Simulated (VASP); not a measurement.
Set up this calculation in VASP 6.6.1, as the native input.

```yaml
Task: single point
Functional: PBE
Potentials_or_basis: VASP PAW PBE potentials, release 64 (Ta_pv, N)
Cutoff: 520 eV
k_mesh: 24 × 24 × 10
Occupations: gaussian, width 0.1 eV
Spin: no spin polarisation
Hubbard_terms: Ta d U = 8.0 eV
Dipole_correction: no
Further_INCAR_settings: ALGO = Normal; EDIFF = 1e-06; NBANDS = 24
```

The structure of TaN lies in POSCAR:

```
TaN
1.0
    2.9025157849      0.0000000000      0.0000000000
   -1.4512578924      2.5136524046      0.0000000000
    0.0000000000      0.0000000000      6.0331424205
Ta N
2 2
Direct
    0.0000000000      0.0000000000      0.0000000000
    0.0000000000      0.0000000000      0.5000000000
    0.3333333333      0.6666666667      0.2500000000
    0.6666666667      0.3333333333      0.7500000000
```

One way to write it, as run:

INCAR

```
PREC     = Accurate       # precision mode
ENCUT    = 520            # plane-wave cutoff, eV
EDIFF    = 1E-6           # SCF threshold, eV
ISMEAR   = 0              # smearing method
SIGMA    = 0.1            # smearing width, eV
LREAL    = False          # projectors in reciprocal space
LASPH    = True           # aspherical terms in the spheres
NELM     = 150            # most SCF steps
ALGO     = Normal         # electronic algorithm
ISIF     = 2              # what is computed and relaxed
LWAVE    = False          # write WAVECAR
LCHARG   = False          # write CHGCAR
LMAXMIX  = 4              # l up to which the mixer works
LDAU     = True           # DFT+U
LDAUTYPE = 2            
LDAUL    = 2 -1           # shell
LDAUU    = 8 0            # U, eV
LDAUJ    = 0 0          
LDAUPRINT= 1            
GGA      = PE             # functional
NBANDS   = 24             # bands
```

KPOINTS

```
Automatic mesh
0
Gamma
  24 24 10
```

Potentials or basis: VASP PAW PBE potentials, release 64 (Ta_pv, N).

The run is started by

```console
$ cat potpaw_PBE.64/Ta_pv/POTCAR potpaw_PBE.64/N/POTCAR > POTCAR
$ mpirun -np 1 vasp_std > vasp.out
```

It gave:

The pressure is 22.9 GPa. The band gap on the k mesh is zero (bands 16 and 17 overlap by 1.09 eV).

Caveat: the stress differs along the axes, from 16 to 26 GPa; spin-orbit coupling is left out, which moves the levels of the heavy elements; U without spin polarisation on a metal has little footing.

Run time: 3.1 min on 1 thread of Intel(R) Xeon(R) 6975P-C (Granite Rapids), on a shared host, peak memory 0.43 GiB.
